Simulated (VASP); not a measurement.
Y2HfF, 4 atoms in the cell. Symmetry: P4/mmm, No. 123, tetragonal system. The conventional cell has a = 3.477 Å, b = 3.477 Å, c = 8.810 Å, α = 90.00°, β = 90.00°, γ = 90.00°. Within 2.9 Å of Y (site symmetry 4mm) lie 1 F at 2.20 Å. Hf (site symmetry 4/mmm) has 8 Y at 3.30 Å and 4 Hf at 3.48 Å within 4.3 Å. F (site symmetry 4/mmm) has 2 Y at 2.20 Å within 2.9 Å. 

| Quantity | Value |
| --- | --- |
| Program | VASP 6.6.1 |
| Task | single point |
| Functional | PBE |
| Potentials or basis | VASP PAW PBE potentials, release 64 (Y_sv, Hf_pv, F) |
| Cutoff | 520 eV |
| k mesh | 6 × 6 × 4 |
| Occupations | gaussian, width 0.1 eV |
| Spin | no spin polarisation |
| Dipole correction | no |
| Further INCAR settings | ALGO = Normal; EDIFF = 1e-06; NBANDS = 28 |

Potentials or basis: VASP PAW PBE potentials, release 64 (Y_sv, Hf_pv, F).

Launch:

```console
$ cat potpaw_PBE.64/Y_sv/POTCAR potpaw_PBE.64/Hf_pv/POTCAR potpaw_PBE.64/F/POTCAR > POTCAR
$ mpirun -np 1 vasp_std > vasp.out
```

Hardware: 1 thread of AMD EPYC 7R43 64-Core Processor (Zen 3), with other jobs on the host.

Question: Estimate the wall time of this run.

Answer: Wall time 110 s on 1 thread of AMD EPYC 7R43 64-Core Processor (Zen 3), on a shared host, peak memory 0.25 GiB. Counts: scf iterations 15, k points 30.
